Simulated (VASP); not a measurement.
Input of a VASP 6.6.1 run:

Contents of INCAR:

```
  PREC = Accurate
  ENCUT = 520
  EDIFF = 1E-7
  ISMEAR = 0
  SIGMA = 0.05
  LREAL = False
  LASPH = True
  NELM = 60
  ALGO = Normal
  ISIF = 2
  LWAVE = False
  LCHARG = False
  NBANDS = 16
```

The input KPOINTS:

```
Automatic mesh
0
Gamma
  9 9 6
```

File POSCAR:

```
AlN
1.0
    3.0886152983      0.0000000000     -0.4632922947
   -1.5443076491      2.6748193108      0.2316461474
   -0.7415376399      0.0000000000      4.8778345953
Al N
2 2
Direct
    0.3515302622      0.6646135641      0.0067097859
    0.6869166982      0.3353864359      0.5067097859
    0.3247989885      0.6880449374      0.3782902141
    0.6367540511      0.3119550626      0.8782902141
```

Potentials or basis: VASP PAW LDA potentials, release 64 (Al, N).

Command:

```bash
$ cat potpaw_LDA.64/Al/POTCAR potpaw_LDA.64/N/POTCAR > POTCAR
$ mpirun -np 1 vasp_std > vasp.out
```

(1) What does it give for the band gap on the k mesh?

(2) Estimate the pressure.

(3) What does it give for the largest force?

Answers

(1) 2.71 eV, direct.

(2) 5.4 GPa.

(3) 0.035 eV/Å.

Caveat: the cell differs from its parent crystal (engineering shear strain xz -0.3000, normal strain along z -0.0133).
